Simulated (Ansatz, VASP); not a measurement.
PbSe in VASP and in Ansatz

The input INCAR:

```
ALGO = Normal
EDIFF = 1E-6
ENCUT = 520
GGA = PE
GGA_COMPAT = False
ISIF = 2
ISMEAR = -1
LASPH = True
LCHARG = False
LORBIT = 11
LREAL = False
LSORBIT = True
LWAVE = False
MAGMOM = 0 0 0 0 0 0
NBANDS = 32
NELM = 80
PREC = Accurate
SIGMA = 0.05
```

KPOINTS

```
k-points
0
Gamma
  6 6 6
```

The input POSCAR:

```
PbSe
1.0
    0.0000000000      3.0606500000      3.0606500000
    3.0606500000      0.0000000000      3.0606500000
    3.0606500000      3.0606500000      0.0000000000
Pb Se
1 1
Direct
    0.0000000000      0.0000000000      0.0000000000
    0.5000000000      0.5000000000      0.5000000000
```

The input KPOINTS_OPT:

```
path GXWKGLUWLK,UX
20
line-mode
reciprocal
 0.0000000000  0.0000000000  0.0000000000  G
 0.5000000000  0.0000000000  0.5000000000  X

 0.5000000000  0.0000000000  0.5000000000  X
 0.5000000000  0.2500000000  0.7500000000  W

 0.5000000000  0.2500000000  0.7500000000  W
 0.3750000000  0.3750000000  0.7500000000  K

 0.3750000000  0.3750000000  0.7500000000  K
 0.0000000000  0.0000000000  0.0000000000  G

 0.0000000000  0.0000000000  0.0000000000  G
 0.5000000000  0.5000000000  0.5000000000  L

 0.5000000000  0.5000000000  0.5000000000  L
 0.6250000000  0.2500000000  0.6250000000  U

 0.6250000000  0.2500000000  0.6250000000  U
 0.5000000000  0.2500000000  0.7500000000  W

 0.5000000000  0.2500000000  0.7500000000  W
 0.5000000000  0.5000000000  0.5000000000  L

 0.5000000000  0.5000000000  0.5000000000  L
 0.3750000000  0.3750000000  0.7500000000  K

 0.6250000000  0.2500000000  0.6250000000  U
 0.5000000000  0.0000000000  0.5000000000  X
```

Contents of input.yaml:

```yaml
crystal:
  lattice:
    - [0.0, 3.06065, 3.06065]
    - [3.06065, 0.0, 3.06065]
    - [3.06065, 3.06065, 0.0]
  atoms:
    - { symbol: Pb, position: [0.0, 0.0, 0.0] }
    - { symbol: Se, position: [0.5, 0.5, 0.5] }
hamiltonian:
  xc: pbe
  pseudopotentials: { kind: paw_fr }
magnetization:
  noncollinear: true
  spin_orbit: true
kpoints:
  mp_grid: { grid: [6, 6, 6] }
  band_path:
    path:
      - [[0.0, 0.0, 0.0], [0.5, 0.0, 0.5], [0.5, 0.25, 0.75], [0.375, 0.375, 0.75], [0.0, 0.0, 0.0], [0.5, 0.5, 0.5], [0.625, 0.25, 0.625], [0.5, 0.25, 0.75], [0.5, 0.5, 0.5], [0.375, 0.375, 0.75]]
      - [[0.625, 0.25, 0.625], [0.5, 0.0, 0.5]]
    npoints: 14
scf:
  occupations: { method: fermi_dirac, width: 0.05 }
  n_extra_bands: 6
output:
  forces: true
  stress: true
  eigenvalues: true
  fatbands: false
  write_density: true
  write_potential: true
  elf: true
  volumetric_format: npy
```

Alike in both runs: task band structure; functional PBE; k mesh 6 × 6 × 6; occupations fermi-dirac, width 0.05 eV; spin-orbit coupling, no magnetisation.

|  | VASP | Ansatz |
| --- | --- | --- |
| version | VASP 6.6.1 | Ansatz 0.2.0 |
| potentials or method | VASP PAW PBE potentials, release 64 (Pb_d, Se) | Ansatz PAW |
| plane-wave cutoff (eV) | 520 | 420 |
| valence electrons in the cell | 20 | 30 |

|  | VASP | Ansatz | Ansatz less VASP |
| --- | --- | --- | --- |
| pressure (GPa) | 2.0 | 1.8 | -0.15 |

The functional is the same, so the differences come from potentials, cutoffs and numerics. VASP's potentials hold 20 valence electrons a cell and Ansatz's 30, so a difference there can come from the potentials and not from the codes.
